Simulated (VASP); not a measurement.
## Mo: relaxation of cell and atoms with PBEsol

Mo:

```
Mo
1.0
    -1.57342    1.57342    1.57342
     1.57342   -1.57342    1.57342
     1.57342    1.57342   -1.57342
Mo
1
Direct
  0.00000 0.00000 0.00000
```

| Quantity | Value |
| --- | --- |
| Program | VASP 6.6.1 |
| Task | relaxation of cell and atoms |
| Functional | PBEsol |
| Potentials or basis | VASP PAW PBE potentials, release 64 (Mo_sv) |
| Cutoff | 600 eV |
| k mesh | 15 × 15 × 15 |
| Occupations | gaussian, width 0.1 eV |
| Spin | no spin polarisation |
| Target pressure | -2 GPa |
| Dipole correction | no |
| Further INCAR settings | ALGO = Normal; EDIFF = 1e-06; IBRION = 2; EDIFFG = -0.01; NSW = 80; ISIF = 3 |

- Relaxed volume: 15.48 Å³/atom
- Relaxed cell: a = 2.719 Å, b = 2.719 Å, c = 2.719 Å, α = 109.47°, β = 109.47°, γ = 109.47°
- Space group after relaxing (to 0.05 Å): Im-3m (No. 229)
- Energy change on relaxing (the enthalpy is what falls): -1.8 meV/atom
- Ionic steps: 3
- Pressure after relaxing: -2.0 GPa
- Band gap on the k mesh: zero (band 7 reaches 16.38 eV, above the bottom of band 8 at 11.23 eV)

The path:
| step | energy change (eV) | largest force (eV/Å) | pressure (GPa) | volume (Å³) |
| --- | --- | --- | --- | --- |
| 1 | 0.0000 | 0.0000 | -3.77 | 15.58 |
| 2 | -0.0008 | 0.0000 | 3.25 | 15.20 |
| 3 | -0.0018 | 0.0000 | -2.00 | 15.48 |

Final structure:
```cif
data_structure
_symmetry_space_group_name_H-M 'P 1'
_symmetry_Int_Tables_number 1
_cell_length_a 2.7193
_cell_length_b 2.7193
_cell_length_c 2.7193
_cell_angle_alpha 109.471
_cell_angle_beta 109.471
_cell_angle_gamma 109.471
_cell_volume 15.48
loop_
_atom_site_label
_atom_site_type_symbol
_atom_site_fract_x
_atom_site_fract_y
_atom_site_fract_z
_atom_site_occupancy
Mo1 Mo 0.00000 0.00000 0.00000 1
```

Levels at points of the mesh, in eV from the Fermi level:
```csv
k point,band 3,band 4,band 5,band 6,band 7,band 8,band 9,band 10,band 11
"(0.00, 0.00, 0.00)",-34.41,-34.41,-7.26,-1.33,-1.33,-1.33,1.72,1.72,14.88
```

Wall time 14 s on 1 thread of Intel(R) Xeon(R) 6975P-C (Granite Rapids), on a shared host, peak memory 0.16 GiB.

Caveat: the cell is relaxed towards a set pressure, so the enthalpy falls and the energy may rise; the PAW data sets were made with another functional, which shifts forces and pressure a little.
